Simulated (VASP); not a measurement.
Runs of VASP 6.6.1 on Ga2O3. The structure is that of space group P2_1/m (No. 11), or close to it. The cells are those of the table. 

```csv
cell,gap on the mesh (eV),pressure (GPa),largest force (eV/Å)
"a = 5.878, b = 3.084, c = 12.115 Å, angles 90.0, 87.2, 90.0°, 20 atoms",1.12,0.2,2.50
"a = 5.878, b = 3.084, c = 12.156 Å, angles 90.0, 95.5, 90.0°, 20 atoms",(b),1.6,2.94
"a = 5.878, b = 3.084, c = 12.227 Å, angles 90.0, 98.2, 90.0°, 20 atoms",(c),1.7,2.02
"a = 5.878, b = 3.084, c = 12.325 Å, angles 90.0, 100.9, 90.0°, 20 atoms",1.80,1.2,1.53
"a = 5.878, b = 3.084, c = 12.230 Å, angles 90.0, 81.7, 90.0°, 20 atoms",(a),0.7,1.93
"a = 5.878, b = 3.084, c = 12.114 Å, angles 90.0, 92.7, 90.0°, 20 atoms",1.38,(d),3.58
```

Alike in all rows: task single point; level PBE; potentials or basis VASP PAW PBE potentials, release 64 (Ga_d, O); no spin polarisation; k mesh 5 × 9 × 3; cutoff (eV) 520; smearing gaussian 0.05 eV.

Problem. Fill in the values left out.

Solution. (a) 0.90; (b) 1.09; (c) 1.27; (d) 0.8.

Caveats: an odd mesh through Γ misses points on the zone boundary, where band edges can lie; forces of over 1 eV/Å act on the atoms, so gaps and moduli don't describe the material at rest.

A k mesh can miss the band edges, and the runs leave out spin-orbit coupling on Ga.
